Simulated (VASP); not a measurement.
# MgO (Fm-3m) in VASP: further runs

MgO is run at these levels: PBEsol; tasks: single point.

All numbers are computed with VASP 6.6.1; they aren't measurements. Logs are shortened: lines on timing, memory, paths and dates and some standing lists are left out, and cuts for length are marked.

**Experimental background.**

“Electronic structure of alkaline earth and post-transition metal oxides”, 2009, arxiv:0908.1581 quotes, for a bulk crystal of MgO: band gap 7.83 eV.

How close the calculation comes is told below.

### Step 1. The cell of the first run

The structure is cubic, space group Fm-3m (No. 225). The conventional cell has a = 4.220 Å, b = 4.220 Å, c = 4.220 Å, α = 90.00°, β = 90.00°, γ = 90.00°. Mg (site symmetry m-3m) has 6 O at 2.11 Å within 2.8 Å. Within 2.8 Å of O (site symmetry m-3m) lie 6 Mg at 2.11 Å.

### Step 2. Single point, PBEsol (9.39 Å³/atom)

File INCAR:

```
SYSTEM = MgO
ALGO = Normal ; EDIFF = 1E-6
ENCUT = 600 ; GGA = PS
GGA_COMPAT = .FALSE. ; ISIF = 2
ISMEAR = 0 ; LASPH = .TRUE.
LCHARG = .TRUE. ; LELF = .TRUE.
LREAL = .FALSE. ; LVHAR = .TRUE.
LWAVE = .FALSE. ; NBANDS = 11
NELM = 120 ; PREC = Accurate
SIGMA = 0.05
```

File KPOINTS:

```
k-points
0
G
  14 14 14
  0 0 0
```

File POSCAR:

```
MgO
1.0
    0.0000000000      2.1100158334      2.1100158334
    2.1100158334      0.0000000000      2.1100158334
    2.1100158334      2.1100158334      0.0000000000
Mg O
1 1
Direct
    0.0000000000      0.0000000000      0.0000000000
    0.5000000000      0.5000000000      0.5000000000
```

Potentials or basis: VASP PAW PBE potentials, release 64 (Mg, O).

On the command line:

```bash
$ cat potpaw_PBE.64/Mg/POTCAR potpaw_PBE.64/O/POTCAR > POTCAR
$ mpirun -np 1 vasp_std > vasp.out
```

OUTCAR:

```text
SYSTEM = MgO
   EDIFF = 1E-6
   ENCUT = 600
   GGA = PS
   ISIF = 2
   ISMEAR = 0
   LASPH = .TRUE.
   LREAL = .FALSE.
   NELM = 120
   PREC = Accurate

 ion  position               nearest neighbor table
   1  0.000  0.000  0.000-   2 2.11   2 2.11   2 2.11   2 2.11   2 2.11   2 2.11
   2  0.500  0.500  0.500-   1 2.11   1 2.11   1 2.11   1 2.11   1 2.11   1 2.11

  LATTYP: Found a face centered cubic cell.
 ALAT       =     4.2200316668

  Lattice vectors:

 A1 = (   0.0000000000,   2.1100158334,   2.1100158334)
 A2 = (   2.1100158334,   0.0000000000,   2.1100158334)
 A3 = (   2.1100158334,   2.1100158334,   0.0000000000)

Analysis of symmetry for initial positions (statically):
=====================================================================
 Subroutine PRICEL returns:
 Original cell was already a primitive cell.

 Routine SETGRP: Setting up the symmetry group for a
 face centered cubic supercell.

 Subroutine GETGRP returns: Found 48 space group operations
 (whereof 48 operations were pure point group operations)
 out of a pool of 48 trial point group operations.

The static configuration has the point symmetry O_h .

Analysis of symmetry for dynamics (positions and initial velocities):
=====================================================================
 Subroutine PRICEL returns:
 Original cell was already a primitive cell.

 Routine SETGRP: Setting up the symmetry group for a
 face centered cubic supercell.

 Subroutine GETGRP returns: Found 48 space group operations
 (whereof 48 operations were pure point group operations)
 out of a pool of 48 trial point group operations.

The dynamic configuration has the point symmetry O_h .

 Subroutine INISYM returns: Found 48 space group operations
 (whereof 48 operations are pure point group operations),
 and found     1 'primitive' translations

----------------------------------------------------------------------------------------

                                     Primitive cell

  volume of cell :      18.7883

  direct lattice vectors                    reciprocal lattice vectors
     0.000000000  2.110015833  2.110015833    -0.236965046  0.236965046  0.236965046
     2.110015833  0.000000000  2.110015833     0.236965046 -0.236965046  0.236965046
     2.110015833  2.110015833  0.000000000     0.236965046  0.236965046 -0.236965046

  length of vectors
     2.984013008  2.984013008  2.984013008     0.410435500  0.410435500  0.410435500

  position of ions in fractional coordinates (direct lattice)
     0.000000000  0.000000000  0.000000000
     0.500000000  0.500000000  0.500000000

  ion indices of the primitive-cell ions
   primitive index   ion index
                 1           1
                 2           2

----------------------------------------------------------------------------------------

 KPOINTS: k-points

Automatic generation of k-mesh.
 Grid dimensions read from file:
 generate k-points for:   14   14   14

 Generating k-lattice:

  Cartesian coordinates                     Fractional coordinates (reciprocal lattice)
    -0.016926075  0.016926075  0.016926075     0.071428571  0.000000000  0.000000000
     0.016926075 -0.016926075  0.016926075     0.000000000  0.071428571  0.000000000
     0.016926075  0.016926075 -0.016926075     0.000000000  0.000000000  0.071428571

  Length of vectors
     0.029316821  0.029316821  0.029316821

  Shift w.r.t. Gamma in fractional coordinates (k-lattice)
     0.000000000  0.000000000  0.000000000

 Subroutine IBZKPT returns following result:
 ===========================================

 Found    104 irreducible k-points:

 Following reciprocal coordinates:
            Coordinates               Weight
  0.000000  0.000000  0.000000      1.000000
  0.071429  0.000000  0.000000      8.000000
  0.142857  0.000000  0.000000      8.000000
  0.214286  0.000000  0.000000      8.000000
  0.285714  0.000000  0.000000      8.000000
  0.357143  0.000000  0.000000      8.000000
[... 16 lines left out ...]
  0.214286  0.142857  0.000000     24.000000
  0.285714  0.142857  0.000000     24.000000
 [... further k-points ...]
   k-points           NKPTS =    104   k-points in BZ     NKDIM =    104   number of bands    NBANDS=     11
   number of dos      NEDOS =    301   number of ions     NIONS =      2
   total plane-waves  NPLWV =  13824
   dimension x,y,z NGX =    24 NGY =   24 NGZ =   24
   dimension x,y,z NGXF=    48 NGYF=   48 NGZF=   48
   ions per type =               1   1
   NGX,Y,Z   is equivalent  to a cutoff of  13.37, 13.37, 13.37 a.u.
   NGXF,Y,Z  is equivalent  to a cutoff of  26.74, 26.74, 26.74 a.u.
 SYSTEM =  MgO
   PREC   = accura    normal or accurate (medium, high low for compatibility)
   ISTART =      0    job   : 0-new  1-cont  2-samecut
   ICHARG =      2    charge: 1-file 2-atom 10-const
   ISPIN  =      1    spin polarized calculation?
   LNONCOLLINEAR =      F non collinear calculations
   LSORBIT =      F    spin-orbit coupling
   LASPH  =      T    aspherical Exc in radial PAW
   ENCUT  =  600.0 eV  44.10 Ry    6.64 a.u.   5.96  5.96  5.96*2*pi/ulx,y,z
   NELM   =    120;   NELMIN=  2; NELMDL= -5     # of ELM steps
   EDIFF  = 0.1E-05   stopping-criterion for ELM
   LREAL  =      F    real-space projection
   EDIFFG = 0.1E-04   stopping-criterion for IOM
   NSW    =      0    number of steps for IOM
   IBRION =     -1    ionic relax: 0-MD 1-quasi-New 2-CG
   NFREE  =      0    steps in history (QN), initial steepest desc. (CG)
   ISIF   =      2    stress and relaxation
   ISYM   =      2    0-nonsym 1-usesym 2-fastsym
   POTIM  = 0.5000    time-step for ionic-motion
   TEBEG  =    0.0;   TEEND  =   0.0 temperature during run
   PSTRESS=    0.0 pullay stress
   NELECT =       8.0000    total number of electrons
   NUPDOWN=      -1.0000    fix difference up-down
   EMIN   =  10.00;   EMAX   =-10.00  energy-range for DOS
   EFERMI =   0.00;   METHOD = LEGACY
   ISMEAR =     0;   SIGMA  =   0.05  broadening in eV -4-tet -1-fermi 0-gaus
   EFERMI_NEDOS =   21; number of points for ismear=-14 and -15
   IALGO  =     38    algorithm
   IMIX   =      4    mixing-type and parameters
     AMIX     =   0.40;   BMIX     =  1.00
     AMIX_MAG =   1.60;   BMIX_MAG =  1.00
  volume/ion in A,a.u.               =       9.39        63.39
  Fermi-wavevector in a.u.,A,eV,Ry     =   1.231617  2.327419 20.638421  1.516881
  Thomas-Fermi vector in A             =   2.366420
   LORBIT       =      0    0 simple, 1 ext, 2 COOP (PROOUT), +10 PAW based schemes
   GGA     = PS    functional components
   LHFCALC =     F    Hartree Fock is set to
   AEXX    =    0.0000 exact exchange contribution
   IVDW    =     0    specifies the selected vdW correction
   LEPSILON=     F    determine dielectric tensor
   LRPA    =     F    only Hartree local field effects (RPA)
 non-spin polarized calculation
 Gauss-broadening in eV      SIGMA  =   0.05
  energy-cutoff  :      600.00
  volume of cell :       18.79
 maximum number of plane-waves:       637
   NGX = 11   NGY = 11   NGZ = 11

 number of electron       8.0000005 magnetization

 Free energy of the ion-electron system (eV)
  ---------------------------------------------------
  ext. energy  EPLUGINS =         0.00000000
  ---------------------------------------------------
  free energy    TOTEN  =       -12.51508126 eV

  energy without entropy =      -12.51508126  energy(sigma->0) =      -12.51508126

 E-fermi :   3.3071     XC(G=0): -11.2826

 val. band max:        3.0231174504   @ k =   0.0000   0.0000   0.0000
 cond. band min:       7.6041031227   @ k =   0.0000   0.0000   0.0000
 fundamental gap:      4.5809856722
 Fermi energy:         3.3071025123

 k-point     1 :       0.0000    0.0000    0.0000
  band No.  band energies     occupation
      1     -14.1526      2.00000
      2       3.0231      2.00000
      3       3.0231      2.00000
      4       3.0231      2.00000
      5       7.6041      0.00000
      6      18.6258      0.00000
      7      18.6258      0.00000
      8      18.6258      0.00000
      9      22.4529      0.00000
     10      24.3303      0.00000
     11      24.3303      0.00000

 k-point     2 :       0.0714    0.0000    0.0000
  band No.  band energies     occupation
      1     -14.0978      2.00000
      2       2.6614      2.00000
      3       2.9876      2.00000
      4       2.9876      2.00000
      5       7.9528      0.00000
      6      17.8619      0.00000
      7      18.7522      0.00000
      8      18.7522      0.00000
      9      23.4594      0.00000
     10      23.8859      0.00000
     11      23.8859      0.00000

 k-point     3 :       0.1429    0.0000    0.0000
  band No.  band energies     occupation
      1     -13.9398      2.00000
      2       1.8204      2.00000
      3       2.8902      2.00000
      4       2.8902      2.00000
      5       8.7412      0.00000
      6      16.6442      0.00000
      7      19.0748      0.00000
      8      19.0748      0.00000
      9      23.2044      0.00000
     10      23.2044      0.00000
     11      24.8929      0.00000

 k-point     4 :       0.2143    0.0000    0.0000
  band No.  band energies     occupation
      1     -13.6997      2.00000
      2       0.8283      2.00000
      3       2.7538      2.00000
      4       2.7538      2.00000
      5       9.5946      0.00000
      6      15.7028      0.00000
      7      19.4006      0.00000
      8      19.4006      0.00000
      9      22.8827      0.00000
     10      22.8827      0.00000
     11      24.9988      0.00000
[... 239 lines left out ...]
 k-point    22 :       0.1429    0.1429    0.0000
  band No.  band energies     occupation
      1     -13.8728      2.00000
      2       1.7367      2.00000
      3       2.7247      2.00000
      4       2.7247      2.00000
      5       9.1156      0.00000
      6      16.0330      0.00000
      7      19.2838      0.00000
      8      19.2838      0.00000
      9      21.1651      0.00000
     10      24.9556      0.00000
     11      26.4180      0.00000

 k-point    23 :       0.2143    0.1429    0.0000
  band No.  band energies     occupation
      1     -13.6989      2.00000
      2       1.1116      2.00000
      3       2.5802      2.00000
      4       2.5804      2.00000
      5       9.8169      0.00000
      6      15.2653      0.00000
      7      19.4065      0.00000
      8      19.5984      0.00000
      9      20.5045      0.00000
     10      25.0049      0.00000
     11      27.3220      0.00000

 k-point    24 :       0.2857    0.1429    0.0000
  band No.  band energies     occupation
      1     -13.4601      2.00000
      2       0.3546      2.00000
      3       2.3817      2.00000
      4       2.4339      2.00000
      5      10.5847      0.00000
      6      14.7210      0.00000
      7      18.8159      0.00000
      8      19.8263      0.00000
      9      20.9119      0.00000
     10      25.0498      0.00000
     11      27.1549      0.00000

 [... further k-points ...]

------------------------ aborting loop because EDIFF is reached ----------------------------------------

  FORCE on cell =-STRESS in cart. coord.  units (eV):
  Direction    XX          YY          ZZ          XY          YZ          ZX
  --------------------------------------------------------------------------------------
  -------------------------------------------------------------------------------------
  Total       -0.1624195     -0.1624195     -0.1624195      0.0000000     -0.0000000      0.0000000
  in kB      -13.8503761    -13.8503761    -13.8503761      0.0000000     -0.0000000      0.0000000
  external PRESSURE =     -13.8503761 kB  Pullay stress =       0.0000000 kB

 VOLUME and BASIS-vectors are now :
 -----------------------------------------------------------------------------
  energy-cutoff  :      600.00
  volume of cell :       18.79
      direct lattice vectors                 reciprocal lattice vectors
     0.000000000  2.110015833  2.110015833    -0.236965046  0.236965046  0.236965046
     2.110015833  0.000000000  2.110015833     0.236965046 -0.236965046  0.236965046
     2.110015833  2.110015833  0.000000000     0.236965046  0.236965046 -0.236965046

 POSITION                                       TOTAL-FORCE (eV/Angst)
 -----------------------------------------------------------------------------------
      0.00000      0.00000      0.00000         0.000000     -0.000000      0.000000
      2.11002      2.11002      2.11002        -0.000000      0.000000     -0.000000
 -----------------------------------------------------------------------------------
    total drift:                               -0.000000     -0.000000      0.000000

  FREE ENERGIE OF THE ION-ELECTRON SYSTEM (eV)
  ---------------------------------------------------
  free  energy   TOTEN  =       -12.5150812590 eV

  energy  without entropy=      -12.5150812590  energy(sigma->0) =      -12.51508126
```

Wall time 25 s (1 thread of Intel Xeon 8259CL, shared host); peak memory 0.15 GiB.

What came out:

```yaml
Free_energy: -12.5151 eV
Pressure: -1.4 GPa
Band_gap_on_the_k_mesh: 4.58 eV
```

Caveat: the PAW data sets were made with another functional, which shifts forces and pressure a little.

### Step 3. Single point, PBEsol (9.36 Å³/atom)

This run uses another cell than the first one, of 9.36 Å³/atom.

File INCAR:

```
SYSTEM = MgO
PREC = Accurate
ENCUT = 600
EDIFF = 1E-6
ISMEAR = 0
SIGMA = 0.05
LREAL = .False.
LASPH = .True.
NELM = 120
ALGO = Normal
ISIF = 2
LWAVE = .False.
LCHARG = .False.
GGA = PS
NBANDS = 11
GGA_COMPAT = .False.
```

File KPOINTS:

```
Automatic mesh
0
Gamma
  14 14 14
  0 0 0
```

File POSCAR:

```
MgO
1.0
    0.0000000000      2.1070939539      2.1070939539
    2.1070939539      0.0000000000      2.1070939539
    2.1070939539      2.1070939539      0.0000000000
Mg O
1 1
Direct
    0.0000000000      0.0000000000      0.0000000000
    0.5000000000      0.5000000000      0.5000000000
```

Potentials or basis: VASP PAW PBE potentials, release 64 (Mg, O).

On the command line:

```bash
$ cat potpaw_PBE.64/Mg/POTCAR potpaw_PBE.64/O/POTCAR > POTCAR
$ mpirun -np 1 vasp_std > vasp.out
```

Wall time 24 s (1 thread of Intel Xeon 8259CL, shared host); peak memory 0.16 GiB.

The run converged. Its results:

| Item | Value |
| --- | --- |
| Free energy | -12.5154 eV |
| Pressure | -0.7 GPa |
| Band gap on the k mesh | 4.62 eV |

Levels at points of the mesh, in eV from the valence-band top:
```tsv
k point	band 1	band 2	band 3	band 4	band 5	band 6	band 7	band 8	band 9
(0.00, 0.00, 0.00)	-17.20	0.00	0.00	0.00	4.62	15.63	15.63	15.63	19.46
(0.50, 0.00, 0.00)	-15.89	-4.67	-0.66	-0.66	7.74	12.49	16.16	16.16	20.74
(0.50, 0.50, 0.00)	-15.62	-4.14	-1.36	-1.36	8.92	9.86	12.96	18.82	18.82
```

Caveat: the PAW data sets were made with another functional, which shifts forces and pressure a little.

### Step 4. How close it comes

Step 3. A measured gap of MgO is 7.83 eV (quoted in “Electronic structure of alkaline earth and post-transition metal oxides”, 2009, arxiv:0908.1581); the calculated 4.62 eV misses it by -3.21 eV. The value is that of PBEsol on a finite k mesh, which can miss the band edges, without temperature or zero-point motion. Semilocal functionals fall short of measured gaps as a rule.
